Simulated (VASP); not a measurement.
Wanted: the native input for a VASP 6.6.1 run.

```yaml
Task: single point
Functional: PBE
Potentials_or_basis: VASP PAW PBE potentials, release 64 (Al, In_d, As)
Cutoff: 520 eV
k_mesh: 6 × 6 × 6
Occupations: gaussian, width 0.02 eV
Spin: no spin polarisation
Dipole_correction: no
Further_INCAR_settings: ALGO = Normal; EDIFF = 1e-06; NBANDS = 31
```

The structure of Al3InAs4 lies in POSCAR:

```
Al3InAs4
1.0
    5.5920539450      0.0000000000      0.0000000000
    0.0000000000      5.5920539450      0.0000000000
    0.0000000000      0.0000000000      5.5920539450
Al In As
3 1 4
Direct
    0.5000000000      0.0000000000      0.0000000000
    0.0000000000      0.0000000000      0.5000000000
    0.0000000000      0.5000000000      0.0000000000
    0.5000000000      0.5000000000      0.5000000000
    0.7615701837      0.2384298163      0.7615701837
    0.7615701837      0.7615701837      0.2384298163
    0.2384298163      0.2384298163      0.2384298163
    0.2384298163      0.7615701837      0.7615701837
```

This cell differs from its parent crystal: volume scaled by 0.88, then relaxed in part.

These files were run (other wordings do the same):

INCAR

```
PREC = Accurate ; ENCUT = 520
EDIFF = 1E-6 ; ISMEAR = 0
SIGMA = 0.02 ; LREAL = False
LASPH = True ; NELM = 60
ALGO = Normal ; ISIF = 2
LWAVE = False ; LCHARG = True
GGA = PE ; LELF = True
LVHAR = True ; NBANDS = 31
```

KPOINTS

```
Automatic mesh
0
Gamma
  6 6 6
```

Potentials or basis: VASP PAW PBE potentials, release 64 (Al, In_d, As).

Launch:

```bash
$ cat potpaw_PBE.64/Al/POTCAR potpaw_PBE.64/In_d/POTCAR potpaw_PBE.64/As/POTCAR > POTCAR
$ mpirun -np 1 vasp_std > vasp.out
```

It gave:

* Pressure: 10.8 GPa
* Largest force: 0.006 eV/Å
* Band gap on the k mesh: 1.50 eV, direct

Caveat: spin-orbit coupling is left out, which moves the levels of the heavy elements.

It took 2 min on 1 thread of Intel Xeon 6975P-C (shared host), peak memory 0.31 GiB.
